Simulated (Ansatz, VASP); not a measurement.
**GaN in VASP and in Ansatz**

```
Ga N
1.0
     3.19394    0.00000    0.00000
    -1.59697    2.76603    0.00000
     0.00000    0.00000    5.20343
Ga N
2 2
Direct
  0.33333 0.66667 0.99917
  0.66667 0.33333 0.49917
  0.33333 0.66667 0.37583
  0.66667 0.33333 0.87583
```

Alike in both runs: task single point; functional PBEsol; k mesh 8 × 8 × 4; non-collinear spin, spin-orbit coupling.

|  | VASP | Ansatz |
| --- | --- | --- |
| version | VASP 6.6.1 | Ansatz 0.2.0 |
| potentials or method | VASP PAW PBE potentials, release 64 (Ga_d, N), cutoff 520 eV | all-electron LAPW |
| occupations | gaussian, width 0.01 eV | fixed |

```tsv
	VASP	Ansatz	Ansatz less VASP
pressure (GPa)	-2.1	-2.0	+0.14
net moment per atom (μB)	0.00	0.00	0.000
```

VASP's potentials were made for PBE, not for PBEsol. Ansatz ran all-electron here, and VASP with PAW potentials.
